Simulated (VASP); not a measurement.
## Ta2N: single point with PBEsol

The system is Ta2N.

```
Ta N
1.0
     3.11286    0.00000    0.00000
    -1.55643    2.69582    0.00000
     0.00000    0.00000    4.86984
Ta N
2 1
Direct
  0.66667 0.33333 0.74529
  0.33333 0.66667 0.25471
  0.00000 0.00000 0.00000
```

| Item | Value |
| --- | --- |
| Program | VASP 6.6.1 |
| Task | single point |
| Functional | PBEsol |
| Potentials or basis | VASP PAW PBE potentials, release 64 (Ta_pv, N) |
| Cutoff | 520 eV |
| k mesh | 7 × 7 × 4 |
| Occupations | fermi-dirac, width 0.1 eV |
| Spin | no spin polarisation |

| Property | Result |
| --- | --- |
| Pressure | -8.6 GPa |
| Largest force | 0.264 eV/Å |

Forces in eV/Å, atoms in the order of the input:
```
Ta   0.000  0.000  0.264
Ta   0.000  0.000 -0.264
N    0.000  0.000  0.000
```

Stress tensor (GPa, compression positive):
```
-8.43  0.00  0.00
 0.00 -8.43  0.00
 0.00  0.00 -8.81
```

Levels at points of the mesh, in eV from the Fermi level:
```tsv
k point	band 11	band 12	band 13	band 14	band 15	band 16	band 17	band 18
(0.00, 0.00, 0.00)	-4.98	-0.72	-0.29	-0.29	0.22	0.22	0.26	1.12
(0.00, 0.00, 0.50)	-2.90	-2.67	-1.17	-1.17	1.75	1.85	2.22	2.22
```

Run time: 9.6 s on 1 thread of Intel(R) Xeon(R) 6975P-C (Granite Rapids), with other jobs on the host, peak memory 0.16 GiB.

Caveat: the PAW data sets were made with another functional, which shifts forces and pressure a little; spin-orbit coupling is left out, which moves the levels of the heavy elements.
